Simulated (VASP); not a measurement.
# C (Fd-3m) in VASP: notebook, part 2 of 2

VASP 6.6.1. Earlier steps stand in the parts before.

## Step 3: Electric field gradients, r2SCAN (volume scaled by 0.9405)

The input, POSCAR:

```
C
1.0
    0.0000000000      1.7443373928      1.7443373928
    1.7443373928      0.0000000000      1.7443373928
    1.7443373928      1.7443373928      0.0000000000
C
2
Direct
    0.0000000000      0.0000000000      0.0000000000
    0.2500000000      0.2500000000      0.2500000000
```

The input, INCAR.step1:

```
SYSTEM = C
PREC     = Accurate       ! precision mode
ENCUT    = 520            ! plane-wave cutoff, eV
ISMEAR   = -1             ! smearing method
SIGMA    = 0.03           ! smearing width, eV
LREAL    = .False.        ! projectors in reciprocal space
LASPH    = .True.         ! aspherical terms in the spheres
NELM     = 100            ! most SCF steps
NBANDS   = 11             ! bands
GGA      = PE             ! functional
ALGO     = Normal         ! electronic algorithm
EDIFF    = 1E-4           ! SCF threshold, eV
LWAVE    = .True.         ! write WAVECAR
LCHARG   = .False.        ! write CHGCAR
```

The input, INCAR.step2:

```
SYSTEM = C
PREC     = Accurate       ! precision mode
ENCUT    = 520            ! plane-wave cutoff, eV
EDIFF    = 1E-8           ! SCF threshold, eV
ISMEAR   = -1             ! smearing method
SIGMA    = 0.03           ! smearing width, eV
LREAL    = .False.        ! projectors in reciprocal space
LASPH    = .True.         ! aspherical terms in the spheres
NELM     = 100            ! most SCF steps
ALGO     = Normal         ! electronic algorithm
ISIF     = 2              ! what is computed and relaxed
LWAVE    = .False.        ! write WAVECAR
LCHARG   = .False.        ! write CHGCAR
METAGGA  = R2SCAN         ! meta-GGA
LMIXTAU  = .True.       
LEFG     = .True.       
NBANDS   = 11             ! bands
ISTART   = 1
```

The input, KPOINTS:

```
regular mesh
0
Gamma
  14 14 14
  0 0 0
```

Potentials or basis: VASP PAW PBE potentials, release 64 (C).

The run is started by

```bash
cat potpaw_PBE.64/C/POTCAR > POTCAR
cp INCAR.step1 INCAR
mpirun -np 1 vasp_std > vasp.out
cp INCAR.step2 INCAR
mpirun -np 1 vasp_std > vasp.out
```

OUTCAR:

```text
SYSTEM = C
   PREC = Accurate
   ENCUT = 520
   EDIFF = 1E-8
   ISMEAR = -1
   LREAL = .False.
   LASPH = .True.
   NELM = 100
   ISIF = 2
   METAGGA = R2SCAN
   ISTART = 1

 ion  position               nearest neighbor table
   1  0.000  0.000  0.000-   2 1.51   2 1.51   2 1.51   2 1.51
   2  0.250  0.250  0.250-   1 1.51   1 1.51   1 1.51   1 1.51

  LATTYP: Found a face centered cubic cell.
 ALAT       =     3.4886747856

  Lattice vectors:

 A1 = (   0.0000000000,   1.7443373928,   1.7443373928)
 A2 = (   1.7443373928,   0.0000000000,   1.7443373928)
 A3 = (   1.7443373928,   1.7443373928,   0.0000000000)

Analysis of symmetry for initial positions (statically):
=====================================================================
 Subroutine PRICEL returns:
 Original cell was already a primitive cell.

 Routine SETGRP: Setting up the symmetry group for a
 face centered cubic supercell.

 Subroutine GETGRP returns: Found 48 space group operations
 (whereof 24 operations were pure point group operations)
 out of a pool of 48 trial point group operations.

The static configuration has the point symmetry T_d .
 The point group associated with its full space group is O_h .

Analysis of symmetry for dynamics (positions and initial velocities):
=====================================================================
 Subroutine PRICEL returns:
 Original cell was already a primitive cell.

 Routine SETGRP: Setting up the symmetry group for a
 face centered cubic supercell.

 Subroutine GETGRP returns: Found 48 space group operations
 (whereof 24 operations were pure point group operations)
 out of a pool of 48 trial point group operations.

The dynamic configuration has the point symmetry T_d .
 The point group associated with its full space group is O_h .

 Subroutine INISYM returns: Found 48 space group operations
 (whereof 24 operations are pure point group operations),
 and found     1 'primitive' translations

----------------------------------------------------------------------------------------

                                     Primitive cell

  volume of cell :      10.6150

  direct lattice vectors                    reciprocal lattice vectors
     0.000000000  1.744337393  1.744337393    -0.286641794  0.286641794  0.286641794
     1.744337393  0.000000000  1.744337393     0.286641794 -0.286641794  0.286641794
     1.744337393  1.744337393  0.000000000     0.286641794  0.286641794 -0.286641794

  length of vectors
     2.466865598  2.466865598  2.466865598     0.496478151  0.496478151  0.496478151

  position of ions in fractional coordinates (direct lattice)
     0.000000000  0.000000000  0.000000000
     0.250000000  0.250000000  0.250000000

  ion indices of the primitive-cell ions
   primitive index   ion index
                 1           1
                 2           2

----------------------------------------------------------------------------------------

 KPOINTS: regular mesh

[... 82 lines left out ...]
   ISMEAR =    -1;   SIGMA  =   0.03  broadening in eV -4-tet -1-fermi 0-gaus
   EFERMI_NEDOS =   21; number of points for ismear=-14 and -15
   IALGO  =     38    algorithm
   IMIX   =      4    mixing-type and parameters
     AMIX     =   0.40;   BMIX     =  1.00
     AMIX_MAG =   1.60;   BMIX_MAG =  1.00
  volume/ion in A,a.u.               =       5.31        35.82
  Fermi-wavevector in a.u.,A,eV,Ry     =   1.489810  2.815333 30.198608  2.219535
  Thomas-Fermi vector in A             =   2.602672
   LORBIT       =      0    0 simple, 1 ext, 2 COOP (PROOUT), +10 PAW based schemes
   METAGGA = R2SCAN    functional components
   LHFCALC =     F    Hartree Fock is set to
   AEXX    =    0.0000 exact exchange contribution
   IVDW    =     0    specifies the selected vdW correction
   LEPSILON=     F    determine dielectric tensor
   LRPA    =     F    only Hartree local field effects (RPA)
 non-spin polarized calculation
  energy-cutoff  :      520.00
  volume of cell :       10.62
 maximum number of plane-waves:       302
   NGX =  9   NGY =  9   NGZ =  9

 number of electron       8.0000000 magnetization

 Free energy of the ion-electron system (eV)
  ---------------------------------------------------
  ext. energy  EPLUGINS =         0.00000000
  ---------------------------------------------------
  free energy    TOTEN  =       -19.58964033 eV

  energy without entropy =      -19.58964033  energy(sigma->0) =      -19.58964033

 E-fermi :  11.3564     XC(G=0): -14.6260

 val. band max:       10.7017138260   @ k =   0.0000   0.0000   0.0000
 cond. band min:      15.1773621673   @ k =   0.3571   0.3571   0.0000
 fundamental gap:      4.4756483413
 Fermi energy:        11.3563773198

 k-point     1 :       0.0000    0.0000    0.0000
  band No.  band energies     occupation
      1     -12.9343      2.00000
      2      10.7017      2.00000
      3      10.7017      2.00000
      4      10.7017      2.00000
      5      16.7206      0.00000
      6      16.7206      0.00000
      7      16.7206      0.00000
      8      26.1471      0.00000
      9      32.0360      0.00000
     10      38.8411      0.00000
     11      38.8411      0.00000
[... 309 lines left out ...]
 k-point    24 :       0.2857    0.1429    0.0000
  band No.  band energies     occupation
      1     -10.6915      2.00000
      2       3.9949      2.00000
      3       6.9398      2.00000
      4       7.8081      2.00000
      5      17.1341      0.00000
      6      21.8172      0.00000
      7      21.8306      0.00000
      8      24.3837      0.00000
      9      33.1576      0.00000
     10      34.3868      0.00000
     11      38.7795      0.00000

 [... further k-points ...]

------------------------ aborting loop because EDIFF is reached ----------------------------------------

  FORCE on cell =-STRESS in cart. coord.  units (eV):
  Direction    XX          YY          ZZ          XY          YZ          ZX
  --------------------------------------------------------------------------------------
  -------------------------------------------------------------------------------------
  Total        2.1260956      2.1260956      2.1260956      0.0000000      0.0000000     -0.0000000
  in kB      320.9016211    320.9016211    320.9016211      0.0000000      0.0000000     -0.0000000
  external PRESSURE =     320.9016211 kB  Pullay stress =       0.0000000 kB

 VOLUME and BASIS-vectors are now :
 -----------------------------------------------------------------------------
  energy-cutoff  :      520.00
  volume of cell :       10.62
      direct lattice vectors                 reciprocal lattice vectors
     0.000000000  1.744337393  1.744337393    -0.286641794  0.286641794  0.286641794
     1.744337393  0.000000000  1.744337393     0.286641794 -0.286641794  0.286641794
     1.744337393  1.744337393  0.000000000     0.286641794  0.286641794 -0.286641794

 POSITION                                       TOTAL-FORCE (eV/Angst)
 -----------------------------------------------------------------------------------
      0.00000      0.00000      0.00000        -0.000000     -0.000000     -0.000000
      0.87217      0.87217      0.87217         0.000000      0.000000      0.000000
 -----------------------------------------------------------------------------------
    total drift:                               -0.000000     -0.000000     -0.000000

  FREE ENERGIE OF THE ION-ELECTRON SYSTEM (eV)
  ---------------------------------------------------
  free  energy   TOTEN  =       -19.5896403321 eV

  energy  without entropy=      -19.5896403321  energy(sigma->0) =      -19.58964033

 Electric field gradients (V/A^2)
---------------------------------------------------------------------
 ion       V_xx      V_yy      V_zz      V_xy      V_xz      V_yz
---------------------------------------------------------------------
   1       0.000     0.000    -0.000     0.000     0.000     0.000
   2       0.000     0.000    -0.000     0.000     0.000     0.000
---------------------------------------------------------------------

 Electric field gradients after diagonalization (V/A^2)
 (convention: |V_zz| > |V_xx| > |V_yy|)
----------------------------------------------------------------------
 ion       V_xx      V_yy      V_zz     asymmetry (V_yy - V_xx)/ V_zz
----------------------------------------------------------------------
   1      -0.000    -0.000     0.001       0.000
   2      -0.000    -0.000     0.001       0.000
----------------------------------------------------------------------

           NMR quadrupolar parameters

 Cq : quadrupolar parameter    Cq=e*Q*V_zz/h
 eta: asymmetry parameters     (V_yy - V_xx)/ V_zz
 Q  : nuclear electric quadrupole moment in mb (millibarn)
----------------------------------------------------------------------
 ion       Cq(MHz)       eta       Q (mb)
----------------------------------------------------------------------
   1       0.000       0.000       1.000
   2       0.000       0.000       1.000
----------------------------------------------------------------------
```

It took 33 s on 1 thread of Intel Xeon 6975P-C, shared host; peak memory 0.12 GiB.

Results:

```yaml
Free_energy: -19.5896 eV
Pressure: 32.1 GPa
Band_gap_on_the_k_mesh: 4.48 eV, indirect (least direct gap 6.02 eV)
```

Caveat: without QUAD_EFG the Cq values of the log hold for a quadrupole moment of 1 mb, not for the nuclei; the PAW data sets were made with another functional, which shifts forces and pressure a little. A k mesh can miss the band edges.

## Step 4: Electric field gradients, r2SCAN (volume scaled by 0.9405)

POSCAR is that of step 3.

The input, INCAR.step1:

```
ALGO = Normal ; EDIFF = 1E-4
ENCUT = 520 ; GGA = PE
ISMEAR = -1 ; LASPH = T
LCHARG = F ; LREAL = F
LWAVE = T ; NBANDS = 11
NELM = 100 ; PREC = Accurate
SIGMA = 0.03
```

The input, INCAR.step2:

```
ALGO = Normal ; EDIFF = 1E-8
ENCUT = 520 ; ISIF = 2
ISMEAR = -1 ; ISTART = 1
LASPH = T ; LCHARG = F
LEFG = T ; LMIXTAU = T
LREAL = F ; LWAVE = F
METAGGA = R2SCAN ; NBANDS = 11
NELM = 100 ; PREC = Accurate
SIGMA = 0.03
```

The input, KPOINTS:

```
k-points
0
Gamma
  14 14 14
```

Potentials or basis: VASP PAW PBE potentials, release 64 (C).

The run is started by

```bash
cat potpaw_PBE.64/C/POTCAR > POTCAR
cp INCAR.step1 INCAR
mpirun -np 1 vasp_std > vasp.out
cp INCAR.step2 INCAR
mpirun -np 1 vasp_std > vasp.out
```

OUTCAR:

```text
EDIFF = 1E-8
   ENCUT = 520
   ISIF = 2
   ISMEAR = -1
   ISTART = 1
   LASPH = T
   LREAL = F
   METAGGA = R2SCAN
   NELM = 100
   PREC = Accurate

 ion  position               nearest neighbor table
   1  0.000  0.000  0.000-   2 1.51   2 1.51   2 1.51   2 1.51
   2  0.250  0.250  0.250-   1 1.51   1 1.51   1 1.51   1 1.51

  LATTYP: Found a face centered cubic cell.
 ALAT       =     3.4886747856

  Lattice vectors:

 A1 = (   0.0000000000,   1.7443373928,   1.7443373928)
 A2 = (   1.7443373928,   0.0000000000,   1.7443373928)
 A3 = (   1.7443373928,   1.7443373928,   0.0000000000)

Analysis of symmetry for initial positions (statically):
=====================================================================
 Subroutine PRICEL returns:
 Original cell was already a primitive cell.

 Routine SETGRP: Setting up the symmetry group for a
 face centered cubic supercell.

[... 525 lines left out ...]
  volume of cell :       10.62
      direct lattice vectors                 reciprocal lattice vectors
     0.000000000  1.744337393  1.744337393    -0.286641794  0.286641794  0.286641794
     1.744337393  0.000000000  1.744337393     0.286641794 -0.286641794  0.286641794
     1.744337393  1.744337393  0.000000000     0.286641794  0.286641794 -0.286641794

 POSITION                                       TOTAL-FORCE (eV/Angst)
 -----------------------------------------------------------------------------------
      0.00000      0.00000      0.00000        -0.000000     -0.000000     -0.000000
      0.87217      0.87217      0.87217         0.000000      0.000000      0.000000
 -----------------------------------------------------------------------------------
    total drift:                               -0.000000     -0.000000     -0.000000

  FREE ENERGIE OF THE ION-ELECTRON SYSTEM (eV)
  ---------------------------------------------------
  free  energy   TOTEN  =       -19.5896403321 eV

  energy  without entropy=      -19.5896403321  energy(sigma->0) =      -19.58964033

 Electric field gradients (V/A^2)
---------------------------------------------------------------------
 ion       V_xx      V_yy      V_zz      V_xy      V_xz      V_yz
---------------------------------------------------------------------
   1       0.000     0.000    -0.000     0.000     0.000     0.000
   2       0.000     0.000    -0.000     0.000     0.000     0.000
---------------------------------------------------------------------

 Electric field gradients after diagonalization (V/A^2)
 (convention: |V_zz| > |V_xx| > |V_yy|)
----------------------------------------------------------------------
 ion       V_xx      V_yy      V_zz     asymmetry (V_yy - V_xx)/ V_zz
----------------------------------------------------------------------
   1      -0.000    -0.000     0.001       0.000
   2      -0.000    -0.000     0.001       0.000
----------------------------------------------------------------------

           NMR quadrupolar parameters

 Cq : quadrupolar parameter    Cq=e*Q*V_zz/h
 eta: asymmetry parameters     (V_yy - V_xx)/ V_zz
 Q  : nuclear electric quadrupole moment in mb (millibarn)
----------------------------------------------------------------------
 ion       Cq(MHz)       eta       Q (mb)
----------------------------------------------------------------------
   1       0.000       0.000       1.000
   2       0.000       0.000       1.000
----------------------------------------------------------------------
```

OSZICAR.step1:

```text
N       E                     dE             d eps       ncg     rms          rms(c)
DAV:   1     0.461332187114E+00    0.46133E+00   -0.48655E+03  2392   0.727E+02
DAV:   2    -0.184974193674E+02   -0.18959E+02   -0.18196E+02  2915   0.125E+02
DAV:   3    -0.188758438673E+02   -0.37842E+00   -0.37765E+00  2707   0.134E+01
DAV:   4    -0.188763986512E+02   -0.55478E-03   -0.55478E-03  2464   0.643E-01
DAV:   5    -0.188763992538E+02   -0.60263E-06   -0.60260E-06  2593   0.198E-02    0.605E+00
DAV:   6    -0.182946302352E+02    0.58177E+00   -0.30367E-01  2333   0.394E+00    0.362E+00
DAV:   7    -0.180991571203E+02    0.19547E+00   -0.36468E-01  2456   0.437E+00    0.870E-01
DAV:   8    -0.181011534608E+02   -0.19963E-02   -0.98048E-03  2405   0.755E-01    0.460E-02
DAV:   9    -0.181011880328E+02   -0.34572E-04   -0.61696E-05  2506   0.636E-02
   1 F= -.18101188E+02 E0= -.18101188E+02  d E =-.226079E-10
```

Wall time 30 s (1 thread of Intel Xeon 6975P-C, shared host); peak memory 0.12 GiB.

Results:

* Free energy: -19.5896 eV
* Pressure: 32.1 GPa
* Band gap on the k mesh: 4.48 eV, indirect (least direct gap 6.02 eV)

Levels at points of the mesh, in eV from the valence-band top:
```tsv
k point	band 2	band 3	band 4	band 5	band 6	band 7
(0.00, 0.00, 0.00)	0.00	0.00	0.00	6.02	6.02	6.02
(0.50, 0.00, 0.00)	-14.82	-3.16	-3.16	9.16	9.16	10.08
(0.50, 0.50, 0.00)	-14.08	-7.09	-7.09	5.15	5.15	18.95
```

Caveat: without QUAD_EFG the Cq values of the log hold for a quadrupole moment of 1 mb, not for the nuclei; the PAW data sets were made with another functional, which shifts forces and pressure a little.
